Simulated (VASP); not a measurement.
SiC:

```
Si C
1.0
     2.96730    0.00000    0.00000
    -1.48365    2.56975    0.00000
     0.00000    0.00000    5.06844
Si C
2 2
Direct
  0.33333 0.66667 0.00456
  0.66667 0.33333 0.50456
  0.33333 0.66667 0.38044
  0.66667 0.33333 0.88044
```

This cell differs from its parent crystal: volume 9.662 Å^3 an atom, c/a of the conventional cell 1.7081.

| Item | Value |
| --- | --- |
| Program | VASP 6.6.1 |
| Task | relaxation of the atoms |
| Functional | PBE |
| Potentials or basis | VASP PAW PBE potentials, release 64 (Si, C) |
| Cutoff | 520 eV |
| k mesh | 12 × 12 × 6 |
| Occupations | gaussian, width 0.05 eV |
| Spin | no spin polarisation |

At the start: pressure 21.6 GPa; volume 9.66 Å³/atom.

Where does the relaxation end?

Over 3 steps the energy falls by 3.5 meV/atom; space group P6_3mc (No. 186, to 0.05 Å).

Step by step:
```csv
step,energy change (eV),largest force (eV/Å),pressure (GPa)
1,0.0000,0.5108,21.60
2,-0.0033,0.4781,20.77
3,-0.0139,0.0010,21.06
```

Final structure:
```xyz
4
Lattice="2.9673 0.0000 0.0000 -1.4836 2.5698 0.0000 0.0000 0.0000 5.0684" Properties=species:S:1:pos:R:3 pbc="T T T"
Si    0.0000    1.7132    0.0365
Si    1.4836    0.8566    2.5707
C     0.0000    1.7132    1.9149
C     1.4836    0.8566    4.4491
```

Caveat: the cell differs from its parent crystal (volume 9.662 Å^3 an atom, c/a of the conventional cell 1.7081).
